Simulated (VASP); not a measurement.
Runs of VASP 6.6.1 on TiAl. The structure is that of space group P-6m2 (No. 187), or close to it. The cells are those of the table. 

```tsv
fixed moment (μB)	cell	pressure (GPa)	moment (μB)
0.125	a = 2.922, b = 2.922, c = 4.739 Å, angles 90.0, 90.0, 120.0°, 2 atoms	-7.4	0.12
0.125	a = 2.885, b = 2.885, c = 4.680 Å, angles 90.0, 90.0, 120.0°, 2 atoms	-4.0	0.12
0.75	a = 2.922, b = 2.922, c = 4.739 Å, angles 90.0, 90.0, 120.0°, 2 atoms	(b)	0.75
0.75	a = 2.957, b = 2.957, c = 4.797 Å, angles 90.0, 90.0, 120.0°, 2 atoms	(a)	0.75
1.0	a = 2.922, b = 2.922, c = 4.739 Å, angles 90.0, 90.0, 120.0°, 2 atoms	-6.6	1.00
0.5	a = 2.922, b = 2.922, c = 4.739 Å, angles 90.0, 90.0, 120.0°, 2 atoms	-7.3	0.50
0.5	a = 2.885, b = 2.885, c = 4.680 Å, angles 90.0, 90.0, 120.0°, 2 atoms	-3.9	0.50
```

Alike in all rows: task single point; level PBEsol; potentials or basis VASP PAW PBE potentials, release 64 (Ti_sv, Al); spin collinear; k mesh 21 × 21 × 12; cutoff (eV) 520; smearing gaussian 0.15 eV.

Fill in the values left out.

(a) -9.8; (b) -7.0.

Caveats: the cell stands under tension; the PAW data sets were made with another functional, which shifts forces and pressure a little; the total moment is fixed, so each spin has its own Fermi level and the state may be an excited one.
